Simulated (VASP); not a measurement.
# GaP (R-3m) in VASP: further runs

GaP is run at these levels: PBEsol; tasks: single point.

All numbers are computed with VASP 6.6.1; they aren't measurements. Logs are shortened: lines on timing, memory, paths and dates and some standing lists are left out, and cuts for length are marked.

### Step 1. The cell of the first run

The structure is trigonal, space group R-3m (No. 166). The conventional cell has a = 3.724 Å, b = 3.724 Å, c = 18.488 Å, α = 90.00°, β = 90.00°, γ = 120.00°. Ga (site symmetry 3m) has 3 P at 2.30 Å and 1 Ga at 2.39 Å within 3.0 Å. P (site symmetry 3m) has 1 P at 2.12 Å and 3 Ga at 2.30 Å within 2.8 Å.

### Step 2. Single point, PBEsol

File INCAR:

```
PREC = Accurate ; ENCUT = 520
EDIFF = 1E-6 ; ISMEAR = 0
SIGMA = 0.01 ; LREAL = F
LASPH = T ; NELM = 60
ALGO = Normal ; ISIF = 2
LWAVE = F ; LCHARG = F
GGA = PS ; NBANDS = 26
```

File KPOINTS:

```
regular mesh
0
Gamma
  6 6 6
```

File POSCAR:

```
GaP
1.0
    1.8619601307      1.0750029591      6.1625421462
   -1.8619601307      1.0750029591      6.1625421462
    0.0000000000     -2.1500068765      6.1625421462
Ga P
2 2
Direct
    0.4353720000      0.4353720000      0.4353720000
    0.5646280000      0.5646280000      0.5646280000
    0.0573890000      0.0573890000      0.0573890000
    0.9426110000      0.9426110000      0.9426110000
```

Potentials or basis: VASP PAW PBE potentials, release 64 (Ga_d, P).

On the command line:

```sh
$ cat potpaw_PBE.64/Ga_d/POTCAR potpaw_PBE.64/P/POTCAR > POTCAR
$ mpirun -np 1 vasp_std > vasp.out
```

OUTCAR:

```text
PREC = Accurate
   ENCUT = 520
   EDIFF = 1E-6
   ISMEAR = 0
   LREAL = F
   LASPH = T
   NELM = 60
   ISIF = 2
   GGA = PS

 ion  position               nearest neighbor table
   1  0.435  0.435  0.435-   3 2.30   3 2.30   3 2.30   2 2.39
   2  0.565  0.565  0.565-   4 2.30   4 2.30   4 2.30   1 2.39
   3  0.057  0.057  0.057-   4 2.12   1 2.30   1 2.30   1 2.30
   4  0.943  0.943  0.943-   3 2.12   2 2.30   2 2.30   2 2.30

  LATTYP: Found a trigonal (rhomboedric) cell.
 ALAT       =     6.5268256139
 COS(alpha) =     0.8372328435

  Lattice vectors:

 A1 = (   1.8619601307,   1.0750029591,   6.1625421462)
 A2 = (  -1.8619601307,   1.0750029591,   6.1625421462)
 A3 = (   0.0000000000,  -2.1500068765,   6.1625421462)

Analysis of symmetry for initial positions (statically):
=====================================================================
 Subroutine PRICEL returns:
 Original cell was already a primitive cell.

 Routine SETGRP: Setting up the symmetry group for a
 trigonal (rhombohedral) supercell.

 Subroutine GETGRP returns: Found 12 space group operations
 (whereof 12 operations were pure point group operations)
 out of a pool of 12 trial point group operations.

The static configuration has the point symmetry D_3d.

Analysis of symmetry for dynamics (positions and initial velocities):
=====================================================================
 Subroutine PRICEL returns:
 Original cell was already a primitive cell.

 Routine SETGRP: Setting up the symmetry group for a
 trigonal (rhombohedral) supercell.

 Subroutine GETGRP returns: Found 12 space group operations
 (whereof 12 operations were pure point group operations)
 out of a pool of 12 trial point group operations.

The dynamic configuration has the point symmetry D_3d.

 Subroutine INISYM returns: Found 12 space group operations
 (whereof 12 operations are pure point group operations),
 and found     1 'primitive' translations

----------------------------------------------------------------------------------------

                                     Primitive cell

  volume of cell :      74.0102

  direct lattice vectors                    reciprocal lattice vectors
     1.861960131  1.075002959  6.162542146     0.268534214  0.155038287  0.054090240
    -1.861960131  1.075002959  6.162542146    -0.268534214  0.155038287  0.054090240
     0.000000000 -2.150006876  6.162542146     0.000000000 -0.310076574  0.054090216

  length of vectors
     6.526825614  6.526825614  6.526825819     0.314759032  0.314759032  0.314759008

  position of ions in fractional coordinates (direct lattice)
     0.435372000  0.435372000  0.435372000
     0.564628000  0.564628000  0.564628000
     0.057389000  0.057389000  0.057389000
     0.942611000  0.942611000  0.942611000

  ion indices of the primitive-cell ions
   primitive index   ion index
                 1           1
                 2           2
                 3           3
                 4           4

----------------------------------------------------------------------------------------

 KPOINTS: regular mesh

Automatic generation of k-mesh.
 Grid dimensions read from file:
 generate k-points for:    6    6    6

 Generating k-lattice:

  Cartesian coordinates                     Fractional coordinates (reciprocal lattice)
     0.044755702  0.025839714  0.009015040     0.166666667  0.000000000  0.000000000
    -0.044755702  0.025839714  0.009015040     0.000000000  0.166666667  0.000000000
     0.000000000 -0.051679429  0.009015036     0.000000000  0.000000000  0.166666667

  Length of vectors
     0.052459839  0.052459839  0.052459835

  Shift w.r.t. Gamma in fractional coordinates (k-lattice)
     0.000000000  0.000000000  0.000000000

 Subroutine IBZKPT returns following result:
 ===========================================

 Found     32 irreducible k-points:

 Following reciprocal coordinates:
            Coordinates               Weight
  0.000000  0.000000  0.000000      1.000000
  0.166667  0.000000  0.000000      6.000000
  0.333333  0.000000  0.000000      6.000000
  0.500000  0.000000  0.000000      3.000000
  0.166667  0.166667  0.000000      6.000000
  0.333333  0.166667  0.000000     12.000000
[... 16 lines left out ...]
  0.500000  0.500000  0.166667      6.000000
 -0.333333  0.500000  0.166667     12.000000
 [... further k-points ...]
   k-points           NKPTS =     32   k-points in BZ     NKDIM =     32   number of bands    NBANDS=     26
   number of dos      NEDOS =    301   number of ions     NIONS =      4
   total plane-waves  NPLWV = 125000
   dimension x,y,z NGX =    50 NGY =   50 NGZ =   50
   dimension x,y,z NGXF=   100 NGYF=  100 NGZF=  100
   ions per type =               2   2
   NGX,Y,Z   is equivalent  to a cutoff of  12.74, 12.74, 12.74 a.u.
   NGXF,Y,Z  is equivalent  to a cutoff of  25.47, 25.47, 25.47 a.u.
 SYSTEM =  unknown system
   PREC   = accura    normal or accurate (medium, high low for compatibility)
   ISTART =      0    job   : 0-new  1-cont  2-samecut
   ICHARG =      2    charge: 1-file 2-atom 10-const
   ISPIN  =      1    spin polarized calculation?
   LNONCOLLINEAR =      F non collinear calculations
   LSORBIT =      F    spin-orbit coupling
   LASPH  =      T    aspherical Exc in radial PAW
   ENCUT  =  520.0 eV  38.22 Ry    6.18 a.u.  12.14 12.14 12.14*2*pi/ulx,y,z
   NELM   =     60;   NELMIN=  2; NELMDL= -5     # of ELM steps
   EDIFF  = 0.1E-05   stopping-criterion for ELM
   LREAL  =      F    real-space projection
   EDIFFG = 0.1E-04   stopping-criterion for IOM
   NSW    =      0    number of steps for IOM
   IBRION =     -1    ionic relax: 0-MD 1-quasi-New 2-CG
   NFREE  =      0    steps in history (QN), initial steepest desc. (CG)
   ISIF   =      2    stress and relaxation
   ISYM   =      2    0-nonsym 1-usesym 2-fastsym
   POTIM  = 0.5000    time-step for ionic-motion
   TEBEG  =    0.0;   TEEND  =   0.0 temperature during run
   PSTRESS=    0.0 pullay stress
   NELECT =      36.0000    total number of electrons
   NUPDOWN=      -1.0000    fix difference up-down
   EMIN   =  10.00;   EMAX   =-10.00  energy-range for DOS
   EFERMI =   0.00;   METHOD = LEGACY
   ISMEAR =     0;   SIGMA  =   0.01  broadening in eV -4-tet -1-fermi 0-gaus
   EFERMI_NEDOS =   21; number of points for ismear=-14 and -15
   IALGO  =     38    algorithm
   IMIX   =      4    mixing-type and parameters
     AMIX     =   0.40;   BMIX     =  1.00
     AMIX_MAG =   1.60;   BMIX_MAG =  1.00
  volume/ion in A,a.u.               =      18.50       124.86
  Fermi-wavevector in a.u.,A,eV,Ry     =   1.287494  2.433011 22.553573  1.657641
  Thomas-Fermi vector in A             =   2.419505
   LORBIT       =      0    0 simple, 1 ext, 2 COOP (PROOUT), +10 PAW based schemes
   GGA     = PS    functional components
   LHFCALC =     F    Hartree Fock is set to
   AEXX    =    0.0000 exact exchange contribution
   IVDW    =     0    specifies the selected vdW correction
   LEPSILON=     F    determine dielectric tensor
   LRPA    =     F    only Hartree local field effects (RPA)
 non-spin polarized calculation
 Gauss-broadening in eV      SIGMA  =   0.01
  energy-cutoff  :      520.00
  volume of cell :       74.01
 maximum number of plane-waves:      2012
 NGX is ok and might be reduce to    50
   NGX = 25   NGY = 25   NGZ = 25

 number of electron      36.0000008 magnetization

 Free energy of the ion-electron system (eV)
  ---------------------------------------------------
  ext. energy  EPLUGINS =         0.00000000
  ---------------------------------------------------
  free energy    TOTEN  =       -19.14428552 eV

  energy without entropy =      -19.14428552  energy(sigma->0) =      -19.14428552

 E-fermi :   5.9595     XC(G=0): -10.4372

 val. band max:        5.8825079870   @ k =   0.0000   0.0000   0.0000
 cond. band min:       6.5479218547   @ k =   0.5000   0.5000   0.0000
 fundamental gap:      0.6654138676
 Fermi energy:         5.9595429995

 k-point     1 :       0.0000    0.0000    0.0000
  band No.  band energies     occupation
      1      -9.1741      2.00000
      2      -8.9934      2.00000
      3      -8.9934      2.00000
      4      -8.9728      2.00000
      5      -8.9728      2.00000
      6      -8.8976      2.00000
[... 18 lines left out ...]
     25      10.1157      0.00000
     26      14.2416      0.00000

 k-point     2 :       0.1667    0.0000    0.0000
  band No.  band energies     occupation
      1      -9.1676      2.00000
      2      -9.0575      2.00000
      3      -8.9983      2.00000
      4      -8.9890      2.00000
      5      -8.9562      2.00000
      6      -8.9062      2.00000
[... 18 lines left out ...]
     25      11.1680      0.00000
     26      13.4877      0.00000

 k-point     3 :       0.3333    0.0000    0.0000
  band No.  band energies     occupation
      1      -9.1749      2.00000
      2      -9.1172      2.00000
      3      -9.0324      2.00000
      4      -8.9837      2.00000
      5      -8.9238      2.00000
      6      -8.9231      2.00000
[... 18 lines left out ...]
     25      13.0291      0.00000
     26      13.2953      0.00000

 k-point     4 :       0.5000    0.0000    0.0000
  band No.  band energies     occupation
      1      -9.1914      2.00000
      2      -9.1277      2.00000
      3      -9.0427      2.00000
      4      -8.9823      2.00000
      5      -8.9329      2.00000
      6      -8.9067      2.00000
[... 18 lines left out ...]
     25      13.0105      0.00000
     26      13.0294      0.00000
[... 496 lines left out ...]
      1      -9.1812      2.00000
      2      -9.1067      2.00000
      3      -9.0568      2.00000
      4      -8.9850      2.00000
      5      -8.9446      2.00000
      6      -8.8974      2.00000
[... 18 lines left out ...]
     25      13.2334      0.00000
     26      13.9509      0.00000

 k-point    23 :       0.5000    0.5000    0.1667
  band No.  band energies     occupation
      1      -9.1584      2.00000
      2      -9.1088      2.00000
      3      -9.0467      2.00000
      4      -8.9902      2.00000
      5      -8.9252      2.00000
      6      -8.9224      2.00000
[... 18 lines left out ...]
     25      13.9392      0.00000
     26      14.2958      0.00000

 k-point    24 :      -0.3333    0.5000    0.1667
  band No.  band energies     occupation
      1      -9.1679      2.00000
      2      -9.1137      2.00000
      3      -9.0582      2.00000
      4      -8.9856      2.00000
      5      -8.9461      2.00000
      6      -8.8974      2.00000
[... 18 lines left out ...]
     25      14.1306      0.00000
     26      14.2582      0.00000

 [... further k-points ...]

------------------------ aborting loop because EDIFF is reached ----------------------------------------

  FORCE on cell =-STRESS in cart. coord.  units (eV):
  Direction    XX          YY          ZZ          XY          YZ          ZX
  --------------------------------------------------------------------------------------
  -------------------------------------------------------------------------------------
  Total        3.6197541      3.6197547      4.6756144      0.0000000     -0.0000002      0.0000000
  in kB       78.3607043     78.3607183    101.2180472      0.0000000     -0.0000052      0.0000000
  external PRESSURE =      85.9798233 kB  Pullay stress =       0.0000000 kB

 VOLUME and BASIS-vectors are now :
 -----------------------------------------------------------------------------
  energy-cutoff  :      520.00
  volume of cell :       74.01
      direct lattice vectors                 reciprocal lattice vectors
     1.861960131  1.075002959  6.162542146     0.268534214  0.155038287  0.054090240
    -1.861960131  1.075002959  6.162542146    -0.268534214  0.155038287  0.054090240
     0.000000000 -2.150006876  6.162542146     0.000000000 -0.310076574  0.054090216

 POSITION                                       TOTAL-FORCE (eV/Angst)
 -----------------------------------------------------------------------------------
      0.00000     -0.00000      8.04899         0.000000     -0.000000      0.214437
      0.00000     -0.00000     10.43863         0.000000      0.000000     -0.214437
      0.00000     -0.00000      1.06099         0.000000     -0.000000      0.495002
      0.00000     -0.00000     17.42664         0.000000      0.000000     -0.495002
 -----------------------------------------------------------------------------------
    total drift:                                0.000000     -0.000000      0.000000

  FREE ENERGIE OF THE ION-ELECTRON SYSTEM (eV)
  ---------------------------------------------------
  free  energy   TOTEN  =       -19.1442855219 eV

  energy  without entropy=      -19.1442855219  energy(sigma->0) =      -19.14428552
```

Run time: 79 s. Hardware: 1 thread of Intel Xeon 6975P-C (Granite Rapids), shared host; peak memory 0.35 GiB.

Results:

```yaml
Free_energy: -19.1443 eV
Pressure: 8.6 GPa
Largest_force: 0.495 eV/Å
Band_gap_on_the_k_mesh: 0.67 eV, indirect (least direct gap 1.27 eV)
```

Forces in eV/Å, atoms in the order of the input:
```
Ga   0.000  0.000  0.214
Ga   0.000  0.000 -0.214
P    0.000  0.000  0.495
P    0.000  0.000 -0.495
```

Stress tensor (GPa, compression positive):
```
 7.84  0.00  0.00
 0.00  7.84  0.00
 0.00  0.00 10.12
```

Caveat: the PAW data sets were made with another functional, which shifts forces and pressure a little.

[end of part 1 of 2]
